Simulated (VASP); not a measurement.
Here is a VASP 6.6.1 calculation.

File INCAR:

```
SYSTEM = In2GaAs3
PREC     = Accurate       ! precision mode
ENCUT    = 520            ! plane-wave cutoff, eV
EDIFF    = 1E-7           ! SCF threshold, eV
ISMEAR   = 0              ! smearing method
SIGMA    = 0.1            ! smearing width, eV
LREAL    = .False.        ! projectors in reciprocal space
LASPH    = .True.         ! aspherical terms in the spheres
NELM     = 100            ! most SCF steps
ALGO     = Normal         ! electronic algorithm
ISIF     = 2              ! what is computed and relaxed
LWAVE    = .False.        ! write WAVECAR
LCHARG   = .False.        ! write CHGCAR
GGA      = PS             ! functional
NBANDS   = 36             ! bands
```

File KPOINTS:

```
Automatic mesh
0
Gamma
  8 8 8
  0.5 0.5 0.5
```

Contents of POSCAR:

```
In2GaAs3
1.0
   -2.1401840000      2.1401840000      9.0600640000
    2.1401840000     -2.1401840000      9.0600640000
    2.1401840000      2.1401840000     -9.0600640000
In Ga As
2 1 3
Direct
    0.3367560000      0.3367560000      0.0000000000
    0.6632440000      0.6632440000      0.0000000000
    0.0000000000      0.0000000000      0.0000000000
    0.2500000000      0.7500000000      0.5000000000
    0.5754750000      0.0754750000      0.5000000000
    0.9245250000      0.4245250000      0.5000000000
```

Potentials or basis: VASP PAW PBE potentials, release 64 (In_d, Ga_d, As).

Run with:

```bash
$ cat potpaw_PBE.64/In_d/POTCAR potpaw_PBE.64/Ga_d/POTCAR potpaw_PBE.64/As/POTCAR > POTCAR
$ mpirun -np 1 vasp_std > vasp.out
```

**Question.** Estimate the pressure.

**Answer.** -2.6 GPa.

**Question.** Predict the band gap on the k mesh.

**Answer.** 0.10 eV.

**Question.** Estimate the largest force.

**Answer.** 0.044 eV/Å.

Stress tensor (GPa, compression positive):
```
-2.69  0.00  0.00
 0.00 -2.69  0.00
 0.00  0.00 -2.42
```

Caveat: the PAW data sets were made with another functional, which shifts forces and pressure a little; spin-orbit coupling is left out, which moves the levels of the heavy elements; a shifted mesh leaves out Γ, where band edges can lie. A k mesh can miss the band edges.
